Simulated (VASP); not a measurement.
A run of VASP 6.6.1 is set up as follows.

Contents of INCAR:

```
SYSTEM = BN
PREC     = Accurate       ! precision mode
ENCUT    = 520            ! plane-wave cutoff, eV
EDIFF    = 1E-7           ! SCF threshold, eV
ISMEAR   = 0              ! smearing method
SIGMA    = 0.05           ! smearing width, eV
LREAL    = .False.        ! projectors in reciprocal space
LASPH    = .True.         ! aspherical terms in the spheres
NELM     = 60             ! most SCF steps
ALGO     = Normal         ! electronic algorithm
ISIF     = 2              ! what is computed and relaxed
LWAVE    = .False.        ! write WAVECAR
LCHARG   = .False.        ! write CHGCAR
GGA      = PE             ! functional
NBANDS   = 11             ! bands
```

Contents of KPOINTS:

```
regular mesh
0
Gamma
  12 12 12
  0 0 0
```

File POSCAR:

```
BN
1.0
    0.0000000000      1.8130010000      1.8130010000
    1.8130010000      0.0000000000      1.8130010000
    1.8130010000      1.8130010000      0.0000000000
B N
1 1
Direct
    0.0000000000      0.0000000000      0.0000000000
    0.7500000000      0.7500000000      0.8962575271
```

Potentials or basis: VASP PAW PBE potentials, release 64 (B, N).

Run with:

```bash
$ cat potpaw_PBE.64/B/POTCAR potpaw_PBE.64/N/POTCAR > POTCAR
$ mpirun -np 1 vasp_std > vasp.out
```

Q: Predict the pressure.

A: 41.8 GPa.

Q: Estimate the band gap on the k mesh.

A: 1.40 eV, indirect (least direct gap 5.77 eV).

Q: Predict the largest force.

A: 10.949 eV/Å.

Forces in eV/Å, atoms in the order of the input:
```
B    6.166  6.166  6.622
N   -6.166 -6.166 -6.622
```

Caveat: the cell differs from its parent crystal (all N atoms moved +0.375 Å, as atom 2 along Cartesian [1 1 0]); forces of over 1 eV/Å act on the atoms, so gaps and moduli don't describe the material at rest. A k mesh can miss the band edges.
